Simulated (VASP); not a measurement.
# W3C in VASP: relaxation of the atoms with PBE

Aim: the relaxation of the atoms of W3C with PBE.

All numbers are computed with VASP 6.6.1; they aren't measurements. Logs are shortened: lines on timing, memory, paths and dates and some standing lists are left out, and cuts for length are marked.

### 1 The cell of the first run

The cell holds a slab with vacuum, 4 atoms: a = 2.855 Å, b = 2.855 Å, c = 19.445 Å, α = 90.00°, β = 90.00°, γ = 90.00°.

### 2 Relaxation of the atoms, PBE

The input, INCAR:

```
SYSTEM = W3C
ALGO = Normal ; DIPOL = 0.5 0.5 0.351
EDIFF = 1E-7 ; EDIFFG = -0.025
ENCUT = 520 ; GGA = PE
IBRION = 2 ; IDIPOL = 3
ISIF = 2 ; ISMEAR = 0
LASPH = .True. ; LCHARG = .False.
LDIPOL = .True. ; LREAL = .False.
LWAVE = .False. ; NELM = 60
NSW = 36 ; PREC = Accurate
SIGMA = 0.1
```

The input, KPOINTS:

```
k-points
0
Gamma
  9 9 1
  0 0 0
```

The input, POSCAR:

```
W3C
1.0
    2.8547213223      0.0000000000      0.0000000000
    0.0000000000      2.8547213223      0.0000000000
    0.0000000000      0.0000000000     19.4446427381
W C
3 1
Selective dynamics
Direct
    0.5000000000      0.5000000000      0.2057121879  F F F
    0.0000000000      0.0000000000      0.3071172995  F F F
    0.5000000000      0.5000000000      0.4085774599  F F F
    0.5000000000      1.0000000000      0.4816052866  F F T
```

Potentials or basis: VASP PAW PBE potentials, release 64 (W_sv, C).

On the command line:

```sh
cat potpaw_PBE.64/W_sv/POTCAR potpaw_PBE.64/C/POTCAR > POTCAR
mpirun -np 1 vasp_std > vasp.out
```

OUTCAR:

```text
SYSTEM = W3C
   EDIFF = 1E-7
   EDIFFG = -0.025
   ENCUT = 520
   GGA = PE
   IBRION = 2
   ISIF = 2
   ISMEAR = 0
   LASPH = .True.
   LREAL = .False.
   NELM = 60
   NSW = 36
   PREC = Accurate

 ion  position               nearest neighbor table
   1  0.500  0.500  0.206-   2 2.82   2 2.82   2 2.82   2 2.82
   2  0.000  0.000  0.307-   1 2.82   1 2.82   1 2.82   1 2.82   3 2.82   3 2.82   3 2.82   3 2.82

   3  0.500  0.500  0.409-   4 2.01   4 2.01   2 2.82   2 2.82   2 2.82   2 2.82
   4  0.500  0.000  0.482-   3 2.01   3 2.01

  LATTYP: Found a simple tetragonal cell.
 ALAT       =     2.8547213223
 C/A-ratio  =     6.8113978714

  Lattice vectors:

 A1 = (   2.8547213223,   0.0000000000,   0.0000000000)
 A2 = (   0.0000000000,   2.8547213223,   0.0000000000)
 A3 = (   0.0000000000,   0.0000000000,  19.4446427381)

Analysis of symmetry for initial positions (statically):
=====================================================================
 Subroutine PRICEL returns:
 Original cell was already a primitive cell.

 Routine SETGRP: Setting up the symmetry group for a
 simple tetragonal supercell.

 Subroutine GETGRP returns: Found  4 space group operations
 (whereof  4 operations were pure point group operations)
 out of a pool of 16 trial point group operations.

The static configuration has the point symmetry C_2v.

Analysis of symmetry for dynamics (positions and initial velocities):
=====================================================================
 Subroutine PRICEL returns:
 Original cell was already a primitive cell.

 Routine SETGRP: Setting up the symmetry group for a
 simple tetragonal supercell.

 Subroutine GETGRP returns: Found  4 space group operations
 (whereof  4 operations were pure point group operations)
 out of a pool of 16 trial point group operations.

The dynamic configuration has the point symmetry C_2v.

Analysis of constrained symmetry for selective dynamics:
=====================================================================
 Subroutine PRICEL returns:
 Original cell was already a primitive cell.

 Routine SETGRP: Setting up the symmetry group for a
 simple tetragonal supercell.

 Subroutine GETGRP returns: Found  4 space group operations
[... 118 lines left out ...]
   NUPDOWN=      -1.0000    fix difference up-down
   EMIN   =  10.00;   EMAX   =-10.00  energy-range for DOS
   EFERMI =   0.00;   METHOD = LEGACY
   ISMEAR =     0;   SIGMA  =   0.10  broadening in eV -4-tet -1-fermi 0-gaus
   EFERMI_NEDOS =   21; number of points for ismear=-14 and -15
   IALGO  =     38    algorithm
   IMIX   =      4    mixing-type and parameters
     AMIX     =   0.40;   BMIX     =  1.00
     AMIX_MAG =   1.60;   BMIX_MAG =  1.00
  volume/ion in A,a.u.               =      39.62       267.34
  Fermi-wavevector in a.u.,A,eV,Ry     =   1.083973  2.048411 15.986799  1.174997
  Thomas-Fermi vector in A             =   2.220051
   LORBIT       =      0    0 simple, 1 ext, 2 COOP (PROOUT), +10 PAW based schemes
   GGA     = PE    functional components
   LHFCALC =     F    Hartree Fock is set to
   AEXX    =    0.0000 exact exchange contribution
   IVDW    =     0    specifies the selected vdW correction
   LEPSILON=     F    determine dielectric tensor
   LRPA    =     F    only Hartree local field effects (RPA)
 conjugate gradient relaxation of ions
 non-spin polarized calculation
 Gauss-broadening in eV      SIGMA  =   0.10
  energy-cutoff  :      520.00
  volume of cell :      158.46
 maximum number of plane-waves:      4297
 NGX is ok and might be reduce to    24
   NGX = 11   NGY = 11   NGZ = 73

 dipolmoment           0.000000      0.000000     -0.261264 electrons x Angstroem

--------------------------------------- Ionic step        1  -------------------------------------------

 number of electron      45.9999996 magnetization

 Free energy of the ion-electron system (eV)
  ---------------------------------------------------
  ext. energy  EPLUGINS =         0.00000000
  ---------------------------------------------------
  free energy    TOTEN  =       -41.44102140 eV

  energy without entropy =      -41.41405863  energy(sigma->0) =      -41.42754002

------------------------ aborting loop because EDIFF is reached ----------------------------------------

  FORCE on cell =-STRESS in cart. coord.  units (eV):
  Direction    XX          YY          ZZ          XY          YZ          ZX
  --------------------------------------------------------------------------------------
  -------------------------------------------------------------------------------------
  Total       -0.0816860     -2.7347496     -1.1800581      0.0000000      0.0000000      0.0000000
  in kB       -0.8259065    -27.6503575    -11.9312672      0.0000000      0.0000000      0.0000000
  external PRESSURE =     -13.4691770 kB  Pullay stress =       0.0000000 kB
[... 63 lines left out ...]
--------------------------------------- Ionic step        3  -------------------------------------------

 number of electron      45.9999996 magnetization

 dipolmoment           0.000000      0.000000      0.082649 electrons x Angstroem

 Free energy of the ion-electron system (eV)
  ---------------------------------------------------
  ext. energy  EPLUGINS =         0.00000000
  ---------------------------------------------------
  free energy    TOTEN  =       -41.53021105 eV

  energy without entropy =      -41.50627560  energy(sigma->0) =      -41.51824332

 E-fermi :   0.0825     XC(G=0):  -5.7124

 val. band max:        0.0554937480   @ k =   0.0000   0.2222   0.0000
 cond. band min:       0.0840173181   @ k =   0.3333   0.3333   0.0000
 fundamental gap:      0.0285235701
 Fermi energy:         0.0824890933

 k-point     1 :       0.0000    0.0000    0.0000
  band No.  band energies     occupation
      1     -73.8185      2.00000
      2     -73.5980      2.00000
      3     -73.3486      2.00000
      4     -38.3726      2.00000
      5     -37.9304      2.00000
      6     -37.7304      2.00000
[... 709 lines left out ...]
     26       1.7035      0.00000
     27       2.0844      0.00000

 [... further k-points ...]

------------------------ aborting loop because EDIFF is reached ----------------------------------------

 vacuum level on the upper side and lower side of the slab       (xc-potential included)         0.763        -1.052

  FORCE on cell =-STRESS in cart. coord.  units (eV):
  Direction    XX          YY          ZZ          XY          YZ          ZX
  --------------------------------------------------------------------------------------
  -------------------------------------------------------------------------------------
  Total        1.1196055     -0.8304738      1.5606069      0.0000000      0.0000000      0.0000000
  in kB       11.3200460     -8.3967094     15.7788994      0.0000000      0.0000000      0.0000000
  external PRESSURE =       6.2340787 kB  Pullay stress =       0.0000000 kB
[... 19 lines left out ...]
  FREE ENERGIE OF THE ION-ELECTRON SYSTEM (eV)
  ---------------------------------------------------
  free  energy   TOTEN  =       -41.5302110462 eV

  energy  without entropy=      -41.5062756017  energy(sigma->0) =      -41.51824332

 reached required accuracy - stopping structural energy minimisation

 vacuum level on the upper side and lower side of the slab         6.349         4.474
```

OSZICAR:

```text
N       E                     dE             d eps       ncg     rms          rms(c)
DAV:   1     0.488420956346E+03    0.48842E+03   -0.29106E+04  1710   0.161E+03
DAV:   2    -0.231863716543E+02   -0.51161E+03   -0.50446E+03  1610   0.467E+02
DAV:   3    -0.450755245687E+02   -0.21889E+02   -0.20785E+02  1719   0.928E+01
[... 79 lines left out ...]
DAV:  14    -0.415302100542E+02   -0.15091E-05   -0.13467E-07   964   0.127E-03    0.465E-04
DAV:  15    -0.415302104552E+02   -0.40104E-06   -0.23015E-08   804   0.950E-04    0.267E-04
DAV:  16    -0.415302107807E+02   -0.32548E-06   -0.14552E-08   745   0.544E-04    0.146E-04
DAV:  17    -0.415302109666E+02   -0.18595E-06   -0.52715E-09   714   0.337E-04    0.655E-05
DAV:  18    -0.415302110462E+02   -0.79613E-07   -0.34647E-09   705   0.226E-04
   3 F= -.41530211E+02 E0= -.41518243E+02  d E =-.891896E-01
```

Wall time 6.5 min (1 thread of Intel Xeon Platinum 8488C (Sapphire Rapids), shared host); peak memory 0.34 GiB.

Results:

- Free energy: -41.5302 eV
- Energy gained by relaxing: 22.3 meV/atom
- Ionic steps: 3
- Band gap on the k mesh: zero (bands 23 and 24 overlap by 0.91 eV)

The path:
| step | energy change (eV) | largest force on free atoms (eV/Å) | pressure (GPa) |
| --- | --- | --- | --- |
| 1 | 0.0000 | 1.5652 | -1.35 |
| 2 | -0.0811 | 0.5219 | 0.01 |
| 3 | -0.0892 | 0.0028 | 0.62 |

Final structure:
```
W C
1.0
     2.85472    0.00000    0.00000
     0.00000    2.85472    0.00000
     0.00000    0.00000   19.44464
W C
3 1
Direct
  0.50000 0.50000 0.20571
  0.00000 0.00000 0.30712
  0.50000 0.50000 0.40858
  0.50000 0.00000 0.47616
```

Caveat: spin-orbit coupling is left out, which moves the levels of the heavy elements.
